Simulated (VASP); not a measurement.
A run of VASP 6.6.1:

POSCAR

```
Cr
1.0
   -1.3942323889      1.3942323889      1.3942323889
    1.3942323889     -1.3942323889      1.3942323889
    1.3942323889      1.3942323889     -1.3942323889
Cr
1
Direct
    0.0000000000      0.0000000000      0.0000000000
```

File INCAR.step1:

```
SYSTEM = Cr
ALGO     = Normal         ! electronic algorithm
EDIFF    = 1E-7           ! SCF threshold, eV
ENCUT    = 520            ! plane-wave cutoff, eV
ISIF     = 2              ! what is computed and relaxed
ISMEAR   = 0              ! smearing method
LASPH    = .TRUE.         ! aspherical terms in the spheres
LCHARG   = .TRUE.         ! write CHGCAR
LMAXMIX  = 4              ! l up to which the mixer works
LREAL    = .FALSE.        ! projectors in reciprocal space
LWAVE    = .FALSE.        ! write WAVECAR
NBANDS   = 12             ! bands
NELM     = 100            ! most SCF steps
PREC     = Accurate       ! precision mode
SIGMA    = 0.05           ! smearing width, eV
```

KPOINTS.step1

```
k-points
0
G
  22 22 22
  0 0 0
```

INCAR.step2

```
SYSTEM = Cr
ALGO     = Normal         ! electronic algorithm
EDIFF    = 1E-7           ! SCF threshold, eV
ENCUT    = 520            ! plane-wave cutoff, eV
ICHARG   = 11             ! starting density
ISIF     = 2              ! what is computed and relaxed
ISMEAR   = -5             ! smearing method
LASPH    = .TRUE.         ! aspherical terms in the spheres
LCHARG   = .FALSE.        ! write CHGCAR
LMAXMIX  = 4              ! l up to which the mixer works
LORBIT   = 10             ! projections on sites
LREAL    = .FALSE.        ! projectors in reciprocal space
LWAVE    = .FALSE.        ! write WAVECAR
NEDOS    = 1001           ! points of the DOS
NELM     = 100            ! most SCF steps
PREC     = Accurate       ! precision mode
SIGMA    = 0.05           ! smearing width, eV
```

File KPOINTS.step2:

```
k-points
0
G
  33 33 33
  0 0 0
```

Potentials or basis: VASP PAW LDA potentials, release 64 (Cr_pv).

Run with:

```bash
$ cat potpaw_LDA.64/Cr_pv/POTCAR > POTCAR
$ cp INCAR.step1 INCAR
$ cp KPOINTS.step1 KPOINTS
$ mpirun -np 1 vasp_std > vasp.out
$ cp INCAR.step2 INCAR
$ cp KPOINTS.step2 KPOINTS
$ mpirun -np 1 vasp_std > vasp.out
```

Hardware: 1 thread of AMD EPYC 7R43 64-Core Processor (Zen 3), on a shared host.

Estimate the wall time of this run.

It took 120 s on 1 thread of AMD EPYC 7R43 64-Core Processor (Zen 3), with other jobs on the host, peak memory 0.25 GiB. Counts: k points 969.
